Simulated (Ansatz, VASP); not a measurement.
One calculation of WC, two programs

Contents of INCAR:

```
  PREC = Accurate
  ENCUT = 520
  EDIFF = 1E-7
  ISMEAR = 0
  SIGMA = 0.1
  LREAL = F
  LASPH = T
  NELM = 100
  ALGO = Normal
  ISIF = 2
  LWAVE = F
  LCHARG = F
  GGA = PE
  NBANDS = 16
```

KPOINTS

```
Automatic mesh
0
Gamma
  20 20 20
```

Contents of POSCAR:

```
WC
1.0
    0.0000000000      2.3491787896      2.3491787896
    2.3491787896      0.0000000000      2.3491787896
    2.3491787896      2.3491787896      0.0000000000
W C
1 1
Direct
    0.0000000000      0.0000000000      0.0000000000
    0.2500000000      0.2500000000      0.2500000000
```

Input for Ansatz:

```yaml
crystal:
  lattice:
    - [0.0, 2.3491787896, 2.3491787896]
    - [2.3491787896, 0.0, 2.3491787896]
    - [2.3491787896, 2.3491787896, 0.0]
  atoms:
    - { symbol: W, position: [0.0, 0.0, 0.0] }
    - { symbol: C, position: [0.25, 0.25, 0.25] }
basis:
  ecutwfc: 420
kpoints:
  mp_grid: { grid: [20, 20, 20] }
  band_path:
    path:
      - [[0.0, 0.0, 0.0], [-0.5, -0.5, 0.0], [-0.375, -0.375, 0.25]]
      - [[-0.375, 0.0, 0.375], [0.0, 0.0, 0.0], [0.0, 0.0, 0.5], [-0.5, -0.25, 0.25], [-0.5, -0.5, 0.0]]
    npoints: 14
hamiltonian:
  xc: pbe
scf:
  occupations: { method: gaussian, width: 0.1 }
  n_extra_bands: 6
output:
  forces: true
  stress: true
  eigenvalues: true
  populations: true
  dos: { projected: true, de: 0.02, nscf_kmesh: { grid: [24, 24, 24] } }
  bader: true
  write_density: true
  write_potential: true
  elf: true
  volumetric_format: npy
```

Alike in both runs: task single point; functional PBE; k mesh 20 × 20 × 20; occupations gaussian, width 0.1 eV; no spin polarisation.

|  | VASP | Ansatz |
| --- | --- | --- |
| version | VASP 6.6.1 | Ansatz 0.2.0 |
| potentials or method | VASP PAW PBE potentials, release 64 (W_sv, C), cutoff 520 eV | scalar-relativistic, plane waves, PAW |
| valence electrons in the cell | 18 | 18 |

|  | VASP | Ansatz | Ansatz less VASP |
| --- | --- | --- | --- |
| gap on the k mesh at the Fermi level (eV) | none | none | - |
| pressure (GPa) | 0.7 | 0.0 | -0.69 |

A gap of «none» marks a metal or a gap that the smearing closes. The functional is the same, so the differences come from potentials, cutoffs and numerics.

Spin-orbit coupling is off throughout.
